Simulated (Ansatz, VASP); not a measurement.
**Two plane-wave programs on Ti**

```
Ti
1.0
     2.68239    0.00000    0.00000
     0.00000    2.68239    0.00000
     0.00000    0.00000    2.74837
Ti
1
Cartesian
  0.0000 0.0000 0.0000
```

Alike in both runs: task single point; functional PBE; k mesh 6 × 6 × 6; occupations gaussian, width 0.1 eV; no spin polarisation.

|  | VASP | Ansatz |
| --- | --- | --- |
| version | VASP 6.6.1 | Ansatz 0.2.0 |
| potentials or method | VASP PAW PBE potentials, release 64 (Ti_sv), cutoff 520 eV | scalar-relativistic, plane waves, PAW |
| valence electrons in the cell | 12 | 12 |

VASP gave:

```
gap on the k mesh at the Fermi level (eV)                     : none
pressure (GPa)                                                : -5.4
traceless stress, the component that is largest in VASP (GPa) : -0.38
```

**Question.** Estimate Ansatz's values.

**Answer.** gap on the k mesh at the Fermi level (eV): none; pressure (GPa): -5.2; traceless stress, the component that is largest in VASP (GPa): -0.37.

A gap of «none» marks a metal or a gap that the smearing closes. With one functional, cell and mesh, what is left measures potentials, basis and numerics.

The k mesh is coarse, so the values compare programs but aren't converged.
